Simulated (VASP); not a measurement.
Crystal: HgTe.

```
Hg Te
1.0
     0.00000    3.15866    3.15866
     3.15866    0.00000    3.15866
     3.15866    3.15866    0.00000
Hg Te
1 1
Direct
  0.00000 0.00000 0.00000
  0.50000 0.50000 0.50000
```

Base run:

```yaml
Program: VASP 6.6.1
Functional: PBEsol
Potentials_or_basis: VASP PAW PBE potentials, release 64 (Hg, Te)
Cutoff: 520 eV
k_mesh: 7 × 7 × 7
Occupations: fermi-dirac, width 0.05 eV
Spin: no spin polarisation
```

Its results: band gap on the k mesh zero (band 9 reaches 3.32 eV, above the bottom of band 10 at 1.30 eV); pressure -6.0 GPa.

Question: The run is repeated on the same cell with these changes: functional from PBEsol to PBE. What comes out?

Answer: Band gap on the k mesh zero (band 9 reaches 3.46 eV, above the bottom of band 10 at 1.47 eV); pressure -3.1 GPa.

PBE binds less tightly than PBEsol, so the same cell stands under more pressure.

Caveats: spin-orbit coupling is left out, which moves the levels of the heavy elements; the PAW data sets were made with another functional, which shifts forces and pressure a little (some runs).
